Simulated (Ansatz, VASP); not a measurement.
# One calculation of AgI, two programs

```xyz
2
Lattice="0.0000 3.2886 3.2886 3.2886 0.0000 3.2886 3.2886 3.2886 0.0000" Properties=species:S:1:pos:R:3 pbc="T T T"
Ag    0.0000    0.0000    0.0000
I     1.6443    1.6443    1.6443
```

Alike in both runs: task single point; functional HSE06; k mesh 4 × 4 × 4; occupations gaussian, width 0.05 eV; no spin polarisation.

```csv
,VASP,Ansatz
version,VASP 6.6.1,Ansatz 0.2.0
potentials or method,"VASP PAW PBE potentials, release 64 (Ag, I)",plane waves
plane-wave cutoff (eV),400,420
valence electrons in the cell,18,36
```

|  | VASP | Ansatz | Ansatz less VASP |
| --- | --- | --- | --- |
| gap on the k mesh at the Fermi level (eV) | 2.48 | 2.51 | +0.024 |
| pressure (GPa) | 0.4 | 0.6 | +0.21 |

With one functional, cell and mesh, what is left measures potentials, basis and numerics. VASP's potentials hold 18 valence electrons a cell and Ansatz's 36, so a difference there can come from the potentials and not from the codes. Ansatz's warnings: stress exchange threshold loose, stress scf threshold loose.

Neither program's run includes spin-orbit coupling.
